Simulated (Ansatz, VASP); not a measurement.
Pd: VASP beside Ansatz

INCAR

```
PREC = Accurate
ENCUT = 520
EDIFF = 1E-7
ISMEAR = -1
SIGMA = 0.05
LREAL = False
LASPH = True
NELM = 80
ALGO = Normal
ISIF = 2
LWAVE = False
LCHARG = False
GGA = PE
NBANDS = 11
```

The input KPOINTS:

```
regular mesh
0
Gamma
  18 18 18
```

File POSCAR:

```
Pd
1.0
    0.0000000000      1.9449000000      1.9837980000
    1.9449000000      0.0000000000      1.9837980000
    1.9449000000      1.9449000000      0.0000000000
Pd
1
Direct
    0.0000000000      0.0000000000      0.0000000000
```

Input for Ansatz:

```yaml
crystal:
  lattice:
    - [0.0, 1.9449, 1.983798]
    - [1.9449, 0.0, 1.983798]
    - [1.9449, 1.9449, 0.0]
  atoms:
    - { symbol: Pd, position: [0.0, 0.0, 0.0] }
kpoints:
  mp_grid: { grid: [18, 18, 18] }
  band_path:
    path:
      - [0.0, 0.0, 0.0]
      - [0.0, 0.5, 0.5]
      - [0.25, 0.75, 0.5]
      - [0.0, 0.5, 0.0]
      - [0.0, 0.0, 0.0]
      - [0.5, 0.5, 0.0]
      - [0.3701460977, 0.6298539023, 0.0]
      - [-0.3701460977, 0.3701460977, 0.0]
      - [0.0, 0.0, 0.0]
    npoints: 5
scf:
  occupations: { method: fermi_dirac, width: 0.05 }
hamiltonian:
  xc: pbe
  pseudopotentials: { kind: all_electron, lapw: { basis_error: 0.00025 } }
output:
  forces: true
  stress: true
  eigenvalues: true
```

Change from the starting cell: zz strain of +2 %.

Alike in both runs: task single point; functional PBE; k mesh 18 × 18 × 18; occupations fermi-dirac, width 0.05 eV; no spin polarisation.

|  | VASP | Ansatz |
| --- | --- | --- |
| version | VASP 6.6.1 | Ansatz 0.2.0 |
| potentials or method | VASP PAW PBE potentials, release 64 (Pd), cutoff 520 eV | all-electron LAPW, scalar-relativistic |

Ansatz gave:

| Property | Result |
| --- | --- |
| pressure (GPa) | 3.6 |
| traceless stress, the component that is largest in VASP (GPa) | -0.81 |

Task: Estimate VASP's values.

Result: Pressure (GPa): 3.4; traceless stress, the component that is largest in VASP (GPa): -0.80.

Ansatz ran all-electron here, and VASP with PAW potentials.
